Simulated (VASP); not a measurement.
# Sb in VASP: notebook

Runs on Sb. Level: PBE. Tasks: single point.

All numbers are computed with VASP 6.6.1; they aren't measurements. Logs are shortened: lines on timing, memory, paths and dates and some standing lists are left out, and cuts for length are marked.

### 1 The cell of the first run

The typed cell holds 2 atoms: a = 2.986 Å, b = 4.221 Å, c = 4.560 Å, α = 90.00°, β = 90.01°, γ = 90.00°.

### 2 Single point, PBE (biaxial strain in the a-b plane: -4.0 %, then relaxed in part)

The input, INCAR:

```
ALGO = Normal
EDIFF = 1E-6
ENCUT = 520
GGA = PE
ISIF = 2
ISMEAR = 0
LASPH = True
LCHARG = False
LREAL = False
LWAVE = False
NBANDS = 12
NELM = 100
PREC = Accurate
SIGMA = 0.1
```

The input, KPOINTS:

```
k-points
0
Gamma
  14 10 10
```

The input, POSCAR:

```
Sb
1.0
    2.9860576801      0.0000000000      0.0026405596
    0.0000000000      4.2205669159      0.0000000000
   -0.0051364897      0.0000000000      4.5603787837
Sb
2
Direct
    0.0000000077      0.7500000000      0.7499972479
    0.9999999923      0.2500000000      0.2500027521
```

Potentials or basis: VASP PAW PBE potentials, release 64 (Sb).

The run is started by

```
> cat potpaw_PBE.64/Sb/POTCAR > POTCAR
> mpirun -np 1 vasp_std > vasp.out
```

OUTCAR:

```text
EDIFF = 1E-6
   ENCUT = 520
   GGA = PE
   ISIF = 2
   ISMEAR = 0
   LASPH = True
   LREAL = False
   NELM = 100
   PREC = Accurate

 ion  position               nearest neighbor table
   1  0.000  0.750  0.750-   2 3.11   2 3.11   2 3.11   2 3.11
   2  1.000  0.250  0.250-   1 3.11   1 3.11   1 3.11   1 3.11

  LATTYP: Found a simple monoclinic cell.
 ALAT       =     2.9860588476
 B/A-ratio  =     1.4134238912
 C/A-ratio  =     1.5272243144
 COS(beta)  =    -0.0002420331

  Lattice vectors:

 A1 = (   2.9860576801,   0.0000000000,   0.0026405596)
 A2 = (   0.0000000000,   4.2205669159,   0.0000000000)
 A3 = (  -0.0051364897,   0.0000000000,   4.5603787837)

Analysis of symmetry for initial positions (statically):
=====================================================================
 Subroutine PRICEL returns:
 Original cell was already a primitive cell.

 Routine SETGRP: Setting up the symmetry group for a
 simple monoclinic supercell.

 Subroutine GETGRP returns: Found  4 space group operations
 (whereof  2 operations were pure point group operations)
 out of a pool of  4 trial point group operations.

The static configuration has the point symmetry S_2 .
 The point group associated with its full space group is C_2h.

Analysis of symmetry for dynamics (positions and initial velocities):
=====================================================================
 Subroutine PRICEL returns:
 Original cell was already a primitive cell.

 Routine SETGRP: Setting up the symmetry group for a
 simple monoclinic supercell.

 Subroutine GETGRP returns: Found  4 space group operations
 (whereof  2 operations were pure point group operations)
 out of a pool of  4 trial point group operations.

The dynamic configuration has the point symmetry S_2 .
 The point group associated with its full space group is C_2h.

 Subroutine INISYM returns: Found  4 space group operations
 (whereof  2 operations are pure point group operations),
 and found     1 'primitive' translations

----------------------------------------------------------------------------------------

                                     Primitive cell

  volume of cell :      57.4739

  direct lattice vectors                    reciprocal lattice vectors
     2.986057680  0.000000000  0.002640560     0.334889380  0.000000000  0.000377196
     0.000000000  4.220566916  0.000000000     0.000000000  0.236934995  0.000000000
    -0.005136490  0.000000000  4.560378784    -0.000193908  0.000000000  0.219279812

  length of vectors
     2.986058848  4.220566916  4.560381676     0.334889592  0.236934995  0.219279898

  position of ions in fractional coordinates (direct lattice)
     0.000000008  0.750000000  0.749997248
     0.999999992  0.250000000  0.250002752

  ion indices of the primitive-cell ions
   primitive index   ion index
                 1           1
                 2           2

----------------------------------------------------------------------------------------

 KPOINTS: k-points

Automatic generation of k-mesh.
 Grid dimensions read from file:
 generate k-points for:   14   10   10

 Generating k-lattice:

  Cartesian coordinates                     Fractional coordinates (reciprocal lattice)
     0.023920670  0.000000000  0.000026943     0.071428571  0.000000000  0.000000000
     0.000000000  0.023693499  0.000000000     0.000000000  0.100000000  0.000000000
    -0.000019391  0.000000000  0.021927981    -0.000000000  0.000000000  0.100000000

  Length of vectors
     0.023920685  0.023693499  0.021927990

  Shift w.r.t. Gamma in fractional coordinates (k-lattice)
     0.000000000  0.000000000  0.000000000

 Subroutine IBZKPT returns following result:
 ===========================================

 Found    432 irreducible k-points:

 Following reciprocal coordinates:
            Coordinates               Weight
  0.000000  0.000000  0.000000      1.000000
  0.071429  0.000000  0.000000      2.000000
  0.142857  0.000000  0.000000      2.000000
  0.214286  0.000000  0.000000      2.000000
  0.285714  0.000000  0.000000      2.000000
  0.357143  0.000000  0.000000      2.000000
[... 16 lines left out ...]
  0.428571  0.200000  0.000000      4.000000
  0.500000  0.200000  0.000000      2.000000
 [... further k-points ...]
   k-points           NKPTS =    432   k-points in BZ     NKDIM =    432   number of bands    NBANDS=     12
   number of dos      NEDOS =    301   number of ions     NIONS =      2
   total plane-waves  NPLWV =  27648
   dimension x,y,z NGX =    24 NGY =   32 NGZ =   36
   dimension x,y,z NGXF=    48 NGYF=   64 NGZF=   72
   ions per type =               2
   NGX,Y,Z   is equivalent  to a cutoff of  13.36, 12.60, 13.12 a.u.
   NGXF,Y,Z  is equivalent  to a cutoff of  26.72, 25.21, 26.25 a.u.
 SYSTEM =  unknown system
   PREC   = accura    normal or accurate (medium, high low for compatibility)
   ISTART =      0    job   : 0-new  1-cont  2-samecut
   ICHARG =      2    charge: 1-file 2-atom 10-const
   ISPIN  =      1    spin polarized calculation?
   LNONCOLLINEAR =      F non collinear calculations
   LSORBIT =      F    spin-orbit coupling
   LASPH  =      T    aspherical Exc in radial PAW
   ENCUT  =  520.0 eV  38.22 Ry    6.18 a.u.   5.55  7.85  8.48*2*pi/ulx,y,z
   NELM   =    100;   NELMIN=  2; NELMDL= -5     # of ELM steps
   EDIFF  = 0.1E-05   stopping-criterion for ELM
   LREAL  =      F    real-space projection
   EDIFFG = 0.1E-04   stopping-criterion for IOM
   NSW    =      0    number of steps for IOM
   IBRION =     -1    ionic relax: 0-MD 1-quasi-New 2-CG
   NFREE  =      0    steps in history (QN), initial steepest desc. (CG)
   ISIF   =      2    stress and relaxation
   ISYM   =      2    0-nonsym 1-usesym 2-fastsym
   POTIM  = 0.5000    time-step for ionic-motion
   TEBEG  =    0.0;   TEEND  =   0.0 temperature during run
   PSTRESS=    0.0 pullay stress
   NELECT =      10.0000    total number of electrons
   NUPDOWN=      -1.0000    fix difference up-down
   EMIN   =  10.00;   EMAX   =-10.00  energy-range for DOS
   EFERMI =   0.00;   METHOD = LEGACY
   ISMEAR =     0;   SIGMA  =   0.10  broadening in eV -4-tet -1-fermi 0-gaus
   EFERMI_NEDOS =   21; number of points for ismear=-14 and -15
   IALGO  =     38    algorithm
   IMIX   =      4    mixing-type and parameters
     AMIX     =   0.40;   BMIX     =  1.00
     AMIX_MAG =   1.60;   BMIX_MAG =  1.00
  volume/ion in A,a.u.               =      28.74       193.93
  Fermi-wavevector in a.u.,A,eV,Ry     =   0.913941  1.727098 11.364780  0.835288
  Thomas-Fermi vector in A             =   2.038510
   LORBIT       =      0    0 simple, 1 ext, 2 COOP (PROOUT), +10 PAW based schemes
   GGA     = PE    functional components
   LHFCALC =     F    Hartree Fock is set to
   AEXX    =    0.0000 exact exchange contribution
   IVDW    =     0    specifies the selected vdW correction
   LEPSILON=     F    determine dielectric tensor
   LRPA    =     F    only Hartree local field effects (RPA)
 non-spin polarized calculation
 Gauss-broadening in eV      SIGMA  =   0.10
  energy-cutoff  :      520.00
  volume of cell :       57.47
 maximum number of plane-waves:      1568
 NGX is ok and might be reduce to    24
   NGX = 11   NGY = 15   NGZ = 17

 number of electron      10.0000001 magnetization

 Free energy of the ion-electron system (eV)
  ---------------------------------------------------
  ext. energy  EPLUGINS =         0.00000000
  ---------------------------------------------------
  free energy    TOTEN  =        -8.12957211 eV

  energy without entropy =       -8.12530862  energy(sigma->0) =       -8.12744036

 E-fermi :   7.5915     XC(G=0):  -9.7858

 val. band max:        7.5904923583   @ k =   0.2857   0.5000   0.0000
 cond. band min:       7.6136684584   @ k =  -0.0714   0.2000   0.3000
 fundamental gap:      0.0231761001
 Fermi energy:         7.5915013672

 k-point     1 :       0.0000    0.0000    0.0000
  band No.  band energies     occupation
      1      -5.0709      2.00000
      2      -0.1960      2.00000
      3       3.4172      2.00000
      4       4.3049      2.00000
      5       9.6601      0.00000
      6      10.4557      0.00000
      7      10.8087      0.00000
      8      11.7498      0.00000
      9      14.3666      0.00000
     10      14.6404      0.00000
     11      15.8071      0.00000
     12      16.3396      0.00000

 k-point     2 :       0.0714    0.0000    0.0000
  band No.  band energies     occupation
      1      -4.9874      2.00000
      2      -0.1107      2.00000
      3       3.4968      2.00000
      4       4.3847      2.00000
      5       9.7362      0.00000
      6      10.5405      0.00000
      7      10.6570      0.00000
      8      10.8936      0.00000
      9      14.4310      0.00000
     10      14.9382      0.00000
     11      14.9949      0.00000
     12      17.2299      0.00000

 k-point     3 :       0.1429    0.0000    0.0000
  band No.  band energies     occupation
      1      -4.7384      2.00000
      2       0.1455      2.00000
      3       3.7308      2.00000
      4       4.6193      2.00000
      5       8.7503      0.00000
      6       9.9638      0.00000
      7      10.7895      0.00000
      8      11.1427      0.00000
      9      13.1720      0.00000
     10      14.6235      0.00000
     11      15.3387      0.00000
     12      17.4596      0.00000

 k-point     4 :       0.2143    0.0000    0.0000
  band No.  band energies     occupation
      1      -4.3292      2.00000
      2       0.5732      2.00000
      3       4.1031      2.00000
      4       4.9921      2.00000
      5       6.8084      2.00000
      6      10.3387      0.00000
      7      11.1840      0.00000
      8      11.2368      0.00000
      9      11.5376      0.00000
     10      14.9419      0.00000
     11      15.7136      0.00000
     12      15.7915      0.00000

 k-point     5 :       0.2857    0.0000    0.0000
  band No.  band energies     occupation
      1      -3.7746      2.00000
      2       1.1703      2.00000
      3       4.5802      2.00000
      4       5.0009      2.00000
      5       5.4686      2.00000
      6       9.3525      0.00000
      7      10.8686      0.00000
      8      11.6866      0.00000
      9      12.0416      0.00000
     10      14.2952      0.00000
     11      15.2261      0.00000
     12      15.3794      0.00000
[... 228 lines left out ...]
      1      -3.4659      2.00000
      2       0.3837      2.00000
      3       4.9670      2.00000
      4       5.2925      2.00000
      5       5.6696      2.00000
      6       8.8281      0.00000
      7      10.2570      0.00000
      8      10.2619      0.00000
      9      12.3574      0.00000
     10      14.5885      0.00000
     11      14.8201      0.00000
     12      17.4510      0.00000

 k-point    22 :       0.3571    0.2000    0.0000
  band No.  band energies     occupation
      1      -2.8045      2.00000
      2       1.1017      2.00000
      3       3.7136      2.00000
      4       5.4875      2.00000
      5       6.1198      2.00000
      6       7.2832      1.99999
      7      10.8109      0.00000
      8      10.8615      0.00000
      9      12.7792      0.00000
     10      13.3366      0.00000
     11      13.6933      0.00000
     12      16.7620      0.00000

 k-point    23 :       0.4286    0.2000    0.0000
  band No.  band energies     occupation
      1      -2.1563      2.00000
      2       1.8608      2.00000
      3       2.5054      2.00000
      4       5.6311      2.00000
      5       5.9278      2.00000
      6       6.9302      2.00000
      7      11.2895      0.00000
      8      11.4204      0.00000
      9      12.3451      0.00000
     10      12.4552      0.00000
     11      13.8067      0.00000
     12      15.9621      0.00000

 k-point    24 :       0.5000    0.2000    0.0000
  band No.  band energies     occupation
      1      -1.8420      2.00000
      2       2.0029      2.00000
      3       2.2769      2.00000
      4       5.0759      2.00000
      5       6.1095      2.00000
      6       7.0874      2.00000
      7      11.4931      0.00000
      8      11.6740      0.00000
      9      12.0206      0.00000
     10      12.1263      0.00000
     11      14.0976      0.00000
     12      15.6084      0.00000

 [... further k-points ...]
[... 5 lines left out ...]
  --------------------------------------------------------------------------------------
  -------------------------------------------------------------------------------------
  Total        2.4746632      0.6065678     -0.0012707      0.0000000      0.0000000      0.0039939
  in kB       68.9852677     16.9090660     -0.0354222      0.0000000      0.0000000      0.1113365
  external PRESSURE =      28.6196372 kB  Pullay stress =       0.0000000 kB

 VOLUME and BASIS-vectors are now :
 -----------------------------------------------------------------------------
  energy-cutoff  :      520.00
  volume of cell :       57.47
      direct lattice vectors                 reciprocal lattice vectors
     2.986057680  0.000000000  0.002640560     0.334889380  0.000000000  0.000377196
     0.000000000  4.220566916  0.000000000     0.000000000  0.236934995  0.000000000
    -0.005136490  0.000000000  4.560378784    -0.000193908  0.000000000  0.219279812

 POSITION                                       TOTAL-FORCE (eV/Angst)
 -----------------------------------------------------------------------------------
     -0.00385      3.16543      3.42027        -0.000000      0.000000      0.000043
      2.98477      1.05514      1.14275         0.000000     -0.000000     -0.000043
 -----------------------------------------------------------------------------------
    total drift:                               -0.000000      0.000000     -0.000000

  FREE ENERGIE OF THE ION-ELECTRON SYSTEM (eV)
  ---------------------------------------------------
  free  energy   TOTEN  =        -8.1295721115 eV

  energy  without entropy=       -8.1253086159  energy(sigma->0) =       -8.12744036
```

Run time: 73 s. Hardware: 1 thread of Intel Xeon Platinum 8488C (Sapphire Rapids), shared host; peak memory 0.37 GiB.

What came out:

```yaml
Free_energy: -8.1296 eV
Pressure: 2.9 GPa
Band_gap_on_the_k_mesh: zero (band 5 reaches 12.47 eV, above the bottom of band 6 at 4.22 eV)
```

Caveat: the cell differs from its parent crystal (biaxial strain in the a-b plane: -4.0 %, then relaxed in part); spin-orbit coupling is left out, which moves the levels of the heavy elements.

[end of part 1 of 3]
